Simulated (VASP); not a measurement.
Here is a VASP 6.6.1 calculation.

File INCAR:

```
SYSTEM = Al
PREC = Accurate
ENCUT = 520
EDIFF = 1E-6
ISMEAR = 0
SIGMA = 0.15
LREAL = .False.
LASPH = .True.
NELM = 100
ALGO = Fast
ISIF = 2
LWAVE = .False.
LCHARG = .True.
GGA = PS
LELF = .True.
LVHAR = .True.
NBANDS = 18
ISYM = 0
```

Contents of KPOINTS:

```
Automatic mesh
0
Gamma
  19 19 4
  0 0 0
```

The input POSCAR:

```
Al
1.0
    2.0239800000     -2.0239800000      0.0000000000
    2.0239800000      0.0000000000     -2.0239800000
   10.4572300000      7.4212600000      6.4092700000
Al
6
Direct
    0.6388944444      0.5972361111      0.0833166667
   -0.3055500000     -0.7638750000      0.9166500000
    0.2500055556      0.1250138889      0.2499833333
    0.4722277778      0.1805694444      0.5833166667
   -0.1388833333     -0.3472083333      0.4166500000
    0.0833388889     -0.2916527778      0.7499833333
```

Potentials or basis: VASP PAW PBE potentials, release 64 (Al).

Run with:

```sh
$ cat potpaw_PBE.64/Al/POTCAR > POTCAR
$ mpirun -np 1 vasp_std > vasp.out
```

Problem. What does it give for the largest force?

Solution. 0.217 eV/Å.

Problem. Estimate the band gap on the k mesh.

Solution. Zero (bands 9 and 10 overlap by 5.72 eV).

Problem. Predict the pressure.

Solution. -1.5 GPa.

Stress tensor (GPa, compression positive):
```
-1.61  0.16  0.03
 0.16 -1.32  0.20
 0.03  0.20 -1.43
```

Caveat: the cell differs from its parent crystal (the part above a cut slid along it); the PAW data sets were made with another functional, which shifts forces and pressure a little.
